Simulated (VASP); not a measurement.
**Hf: single point with PBEsol**

Hf:

```
Hf
1.0
    -0.10614    2.16822    2.16822
     2.16822   -0.10614    2.16822
     2.16822    2.16822   -0.10614
Hf
1
Direct
  0.00000 0.00000 0.00000
```

This cell differs from its parent crystal: ratio of the length along [111] to the lengths across it x 0.93, volume and fractional coordinates fixed.

```json
{
  "Program": "VASP 6.6.1",
  "Task": "single point",
  "Functional": "PBEsol",
  "Potentials or basis": "VASP PAW PBE potentials, release 64 (Hf_pv)",
  "Cutoff": "500 eV",
  "k mesh": "20 × 20 × 20",
  "Occupations": "gaussian, width 0.15 eV",
  "Spin": "no spin polarisation"
}
```

| Quantity | Value |
| --- | --- |
| Pressure | -1.7 GPa |
| Band gap on the k mesh | zero (band 5 reaches 5.98 eV, above the bottom of band 6 at 4.17 eV) |

Stress tensor (GPa, compression positive):
```
-1.66  3.27  3.27
 3.27 -1.66  3.27
 3.27  3.27 -1.66
```

Levels at points of the mesh, in eV from the Fermi level:
| k point | band 1 | band 2 | band 3 | band 4 | band 5 | band 6 | band 7 | band 8 | band 9 | band 10 |
| --- | --- | --- | --- | --- | --- | --- | --- | --- | --- | --- |
| (0.00, 0.00, 0.00) | -29.92 | -29.92 | -29.83 | -7.30 | 0.94 | 0.94 | 2.19 | 4.33 | 4.33 | 11.41 |
| (0.50, 0.00, 0.00) | -30.77 | -29.99 | -29.96 | -3.78 | 0.49 | 0.66 | 1.87 | 5.94 | 6.57 | 9.62 |
| (0.50, 0.50, 0.00) | -30.74 | -30.27 | -30.13 | -3.36 | -2.23 | 2.68 | 6.28 | 6.95 | 7.31 | 9.43 |
| (0.50, 0.50, 0.50) | -30.85 | -30.09 | -30.09 | -3.53 | 0.88 | 0.88 | 1.30 | 6.73 | 6.73 | 10.29 |

Run time: 40 s on 1 thread of Intel(R) Xeon(R) 6975P-C (Granite Rapids) (shared host), peak memory 0.29 GiB.

Caveat: the PAW data sets were made with another functional, which shifts forces and pressure a little; spin-orbit coupling is left out, which moves the levels of the heavy elements.
